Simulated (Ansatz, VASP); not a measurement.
## PbSe in VASP and in Ansatz

File INCAR:

```
SYSTEM = PbSe
PREC = Accurate
ENCUT = 400
EDIFF = 1E-8
ISMEAR = -1
SIGMA = 0.01
LREAL = .FALSE.
LASPH = .TRUE.
NELM = 120
ALGO = Normal
ISIF = 2
LWAVE = .FALSE.
LCHARG = .FALSE.
GGA = PS
LEFG = .TRUE.
NBANDS = 17
GGA_COMPAT = .FALSE.
```

Contents of KPOINTS:

```
Automatic mesh
0
G
  9 9 9
  0 0 0
```

The input POSCAR:

```
PbSe
1.0
   -0.0612430000      3.0315285000      3.0315285000
    3.0315285000     -0.0612430000      3.0315285000
    3.0315285000      3.0315285000     -0.0612430000
Pb Se
1 1
Direct
    0.0000000000      0.0000000000      0.0000000000
    0.5000000000      0.5000000000      0.5000000000
```

Input for Ansatz:

```yaml
crystal:
  lattice:
    - [-0.061243, 3.0315285, 3.0315285]
    - [3.0315285, -0.061243, 3.0315285]
    - [3.0315285, 3.0315285, -0.061243]
  atoms:
    - { symbol: Pb, position: [0.0, 0.0, 0.0] }
    - { symbol: Se, position: [0.5, 0.5, 0.5] }
kpoints:
  mp_grid: { grid: [9, 9, 9] }
scf:
  occupations: { method: fermi_dirac, width: 0.01 }
hamiltonian:
  xc: pbesol
  pseudopotentials: { kind: paw }
output:
  forces: true
  stress: true
  eigenvalues: true
  efg: { contact_densities: true }
```

Change from the starting cell: equal xy, yz and zx shear strains of -2 %, PAW files.

Alike in both runs: task electric field gradients; functional PBEsol; k mesh 9 × 9 × 9; occupations fermi-dirac, width 0.01 eV; no spin polarisation.

|  | VASP | Ansatz |
| --- | --- | --- |
| version | VASP 6.6.1 | Ansatz 0.2.0 |
| potentials or method | VASP PAW PBE potentials, release 64 (Pb_d, Se) | PAW with Ansatz's default frozen-core files, scalar-relativistic |
| plane-wave cutoff (eV) | 400 | 420 |
| valence electrons in the cell | 20 | 30 |

Ansatz gave:

- gap on the k mesh at the Fermi level (eV): 0.47
- pressure (GPa): -0.6
- traceless stress, the component that is largest in VASP (GPa): 0.34
- size of Vzz on the site where it differs most (V/Å²): 7.3

Question: Estimate VASP's values.

Answer: gap on the k mesh at the Fermi level (eV): 0.47; pressure (GPa): -0.6; traceless stress, the component that is largest in VASP (GPa): 0.34; size of Vzz on the site where it differs most (V/Å²): 4.4.

VASP's potentials were made for PBE, not for PBEsol. VASP's potentials hold 20 valence electrons a cell and Ansatz's 30, so a difference there can come from the potentials and not from the codes.

Spin-orbit coupling is off throughout.
